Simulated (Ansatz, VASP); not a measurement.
## Two plane-wave programs on Pt

INCAR

```
  PREC = Accurate
  ENCUT = 520
  EDIFF = 1E-6
  ISMEAR = 0
  SIGMA = 0.15
  LREAL = F
  LASPH = T
  NELM = 80
  ALGO = Fast
  ISIF = 2
  LWAVE = F
  LCHARG = F
  NBANDS = 11
```

The input KPOINTS:

```
Automatic mesh
0
Gamma
  20 20 20
```

The input POSCAR:

```
Pt
1.0
    0.0000000000      1.9468328700      1.9127632948
    2.1609844857      0.0000000000      1.9127632948
    2.1609844857      1.9468328700      0.0000000000
Pt
1
Direct
    0.0000000000      0.0000000000      0.0000000000
```

Input for Ansatz:

```yaml
crystal:
  lattice:
    - [0.0, 1.94683287, 1.9127632948]
    - [2.1609844857, 0.0, 1.9127632948]
    - [2.1609844857, 1.94683287, 0.0]
  atoms:
    - { symbol: Pt, position: [0.0, 0.0, 0.0] }
basis:
  ecutwfc: 420
kpoints:
  mp_grid: { grid: [20, 20, 20] }
hamiltonian:
  xc: lda
scf:
  occupations: { method: gaussian, width: 0.15 }
output:
  forces: true
  stress: true
  eigenvalues: true
```

Change from the starting cell: normal strain along x +0.1100, normal strain along z -0.0175.

Alike in both runs: task single point; functional LDA; k mesh 20 × 20 × 20; occupations gaussian, width 0.15 eV; no spin polarisation.

|  | VASP | Ansatz |
| --- | --- | --- |
| version | VASP 6.6.1 | Ansatz 0.2.0 |
| potentials or method | VASP PAW LDA potentials, release 64 (Pt), cutoff 520 eV | scalar-relativistic, plane waves, PAW |
| valence electrons in the cell | 10 | 18 |

Ansatz gave:

```
gap on the k mesh at the Fermi level (eV)                     : none
pressure (GPa)                                                : -19.5
traceless stress, the component that is largest in VASP (GPa) : -7.06
```

Problem. Which values does VASP return?

Solution. gap on the k mesh at the Fermi level (eV): none; pressure (GPa): -19.0; traceless stress, the component that is largest in VASP (GPa): -7.10.

LDA's correlation is that of Perdew and Zunger in VASP and of Perdew and Wang (1992) in Ansatz. A gap of «none» marks a metal or a gap that the smearing closes. VASP's potentials hold 10 valence electrons a cell and Ansatz's 18, so a difference there can come from the potentials and not from the codes.

Neither program's run includes spin-orbit coupling.
